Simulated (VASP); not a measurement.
A run of VASP 6.6.1:

The input INCAR:

```
ALGO     = Normal         # electronic algorithm
EDIFF    = 1E-7           # SCF threshold, eV
EDIFFG   = -0.03          # ionic threshold
ENCUT    = 600            # plane-wave cutoff, eV
GGA      = PS             # functional
IBRION   = 2              # ionic algorithm
ISIF     = 3              # what is computed and relaxed
ISMEAR   = 0              # smearing method
LASPH    = True           # aspherical terms in the spheres
LCHARG   = False          # write CHGCAR
LREAL    = False          # projectors in reciprocal space
LWAVE    = False          # write WAVECAR
NELM     = 100            # most SCF steps
NSW      = 60             # ionic steps
PREC     = Accurate       # precision mode
SIGMA    = 0.1            # smearing width, eV
```

The input KPOINTS:

```
k-points
0
Gamma
  11 11 11
```

Contents of POSCAR:

```
Sn
1.0
   -1.7265390000      1.7755470000      2.3383420000
    1.7265390000     -1.7755470000      2.3383420000
    1.7265390000      1.7755470000     -2.3383420000
Sn
1
Direct
    0.0000000000      0.0000000000      0.0000000000
```

Potentials or basis: VASP PAW PBE potentials, release 64 (Sn_d).

The run is started by

```console
$ cat potpaw_PBE.64/Sn_d/POTCAR > POTCAR
$ mpirun -np 1 vasp_std > vasp.out
```

Hardware: 1 thread of AMD EPYC 9R45 (Zen 5) (shared host).

Q: Estimate the wall time of this run.

A: It took 2.4 min on 1 thread of AMD EPYC 9R45 (Zen 5) (shared host), peak memory 0.2 GiB. Counts: scf iterations 46, k points 216, ion steps 6.
